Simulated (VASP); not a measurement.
Write the native input for VASP 6.6.1 that does the following.

* Task: single point
* Functional: LDA
* Potentials or basis: VASP PAW LDA potentials, release 64 (Hf_pv)
* Cutoff: 520 eV
* k mesh: 15 × 15 × 1
* Occupations: fermi-dirac, width 0.1 eV
* Spin: no spin polarisation
* Dipole correction: yes
* Further INCAR settings: ALGO = Normal; EDIFF = 1e-07; NBANDS = 33

The structure of Hf lies in POSCAR:

```
Hf
1.0
    3.1173710871      0.0000000000      0.0000000000
   -1.5586855436      2.6997225545      0.0000000000
    0.0000000000      0.0000000000     25.8992000000
Hf
5
Direct
    0.0000000000      0.0000000000      0.3127571913
    0.3333333333      0.6666666667      0.4024890132
    0.0000000000      0.0000000000      0.5000000005
    0.3333333333      0.6666666667      0.5975109874
    0.0000000000      0.0000000000      0.6872428072
```

These files were run (other wordings do the same):

INCAR

```
PREC     = Accurate       # precision mode
ENCUT    = 520            # plane-wave cutoff, eV
EDIFF    = 1E-7           # SCF threshold, eV
ISMEAR   = -1             # smearing method
SIGMA    = 0.1            # smearing width, eV
LREAL    = F              # projectors in reciprocal space
LASPH    = T              # aspherical terms in the spheres
NELM     = 80             # most SCF steps
ALGO     = Normal         # electronic algorithm
ISIF     = 2              # what is computed and relaxed
LWAVE    = F              # write WAVECAR
LCHARG   = F              # write CHGCAR
LDIPOL   = T            
IDIPOL   = 3            
DIPOL    = 0.5 0.5 0.500
NBANDS   = 33             # bands
```

KPOINTS

```
Automatic mesh
0
Gamma
  15 15 1
```

Potentials or basis: VASP PAW LDA potentials, release 64 (Hf_pv).

Run with:

```bash
$ cat potpaw_LDA.64/Hf_pv/POTCAR > POTCAR
$ mpirun -np 1 vasp_std > vasp.out
```

Results of the run:

```
Largest force          : 0.018 eV/Å
Band gap on the k mesh : zero (bands 25 and 26 overlap by 1.55 eV)
```

Caveat: spin-orbit coupling is left out, which moves the levels of the heavy elements.

Wall time 5.6 min on 1 thread of Intel(R) Xeon(R) 6975P-C (Granite Rapids), with other jobs on the host, peak memory 0.34 GiB.
